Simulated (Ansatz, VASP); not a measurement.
**Two plane-wave programs on C**

The input INCAR:

```
ALGO = Normal
EDIFF = 1E-7
EDIFFG = -0.002
ENCUT = 600
GGA = CA
GGA_COMPAT = False
IBRION = 2
ISIF = 3
ISMEAR = 0
LASPH = True
LCHARG = False
LREAL = False
LWAVE = False
NELM = 120
NELMIN = 4
NSW = 100
PREC = Accurate
SIGMA = 0.02
```

File KPOINTS:

```
k-points
0
Gamma
  12 12 12
```

Contents of POSCAR:

```
C
1.0
    0.0000000000      1.7657957120      1.7657957120
    1.7657957120      0.0000000000      1.7657957120
    1.7657957120      1.7657957120      0.0000000000
C
2
Direct
    0.0000000000      0.0000000000      0.0000000000
    0.2500000000      0.2500000000      0.2500000000
```

Input for Ansatz:

```yaml
crystal:
  lattice:
    - [0.0, 1.765795712, 1.765795712]
    - [1.765795712, 0.0, 1.765795712]
    - [1.765795712, 1.765795712, 0.0]
  atoms:
    - { symbol: C, position: [0.0, 0.0, 0.0] }
    - { symbol: C, position: [0.25, 0.25, 0.25] }
basis:
  ecutwfc: 420
kpoints:
  mp_grid: { grid: [12, 12, 12] }
hamiltonian:
  xc: lda
  pseudopotentials: { kind: paw, azcp: { folder: soft_1 } }
scf:
  occupations: { method: gaussian, width: 0.02 }
output:
  forces: true
  stress: true
  eigenvalues: true
relax:
  adjacent_minimum: "off"
  f_tol: 0.002
  max_steps: 80
  cell: { stress_tol: 0.02 }
```

Alike in both runs: task relaxation of cell and atoms; functional LDA; k mesh 12 × 12 × 12; occupations gaussian, width 0.02 eV; no spin polarisation.

```csv
,VASP,Ansatz
version,VASP 6.6.1,Ansatz 0.2.0
potentials or method,"VASP PAW LDA potentials, release 64 (C), cutoff 600 eV","scalar-relativistic, plane waves, PAW"
valence electrons in the cell,8,8
```

Ansatz gave:

```
gap on the k mesh at the Fermi level, each at its own relaxed structure (eV) : 4.20
relaxed volume (Å³/atom)                                                     : 5.51
relaxed cell length with the largest relative difference (Å)                 : 2.497
```

Question: Which values does VASP return?

Answer: gap on the k mesh at the Fermi level, each at its own relaxed structure (eV): 4.19; relaxed volume (Å³/atom): 5.52; relaxed cell length with the largest relative difference (Å): 2.499.

Ansatz warns that its potentials were made for another functional, while VASP's fit it. LDA's correlation is that of Perdew and Zunger in VASP and of Perdew and Wang (1992) in Ansatz.
